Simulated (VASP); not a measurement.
A run of VASP 6.6.1:

File INCAR:

```
SYSTEM = SiW
  PREC = Accurate
  ENCUT = 520
  EDIFF = 1E-7
  ISMEAR = -1
  SIGMA = 0.08
  LREAL = .FALSE.
  LASPH = .TRUE.
  NELM = 60
  ALGO = Normal
  ISIF = 2
  LWAVE = .FALSE.
  LCHARG = .FALSE.
  GGA = PE
  NBANDS = 16
```

File KPOINTS:

```
Automatic mesh
0
G
  11 11 11
  0 0 0
```

Contents of POSCAR:

```
SiW
1.0
    0.0000000000      2.2161142538      2.2161142538
    2.2161142538      0.0000000000      2.2161142538
    2.2161142538      2.2161142538      0.0000000000
W Si
1 1
Direct
    0.0000000000      0.0000000000      0.0000000000
    0.2500000000      0.2500000000      0.2500000000
```

Potentials or basis: VASP PAW PBE potentials, release 64 (W_sv, Si).

The run is started by

```sh
$ cat potpaw_PBE.64/W_sv/POTCAR potpaw_PBE.64/Si/POTCAR > POTCAR
$ mpirun -np 1 vasp_std > vasp.out
```

Hardware: 1 thread of Intel(R) Xeon(R) 6975P-C (Granite Rapids), on a shared host.

Question: How long does it take, and how much memory?

Answer: Run time: 8.2 s on 1 thread of Intel(R) Xeon(R) 6975P-C (Granite Rapids) (shared host), peak memory 0.15 GiB. Counts: scf iterations 13, k points 56.
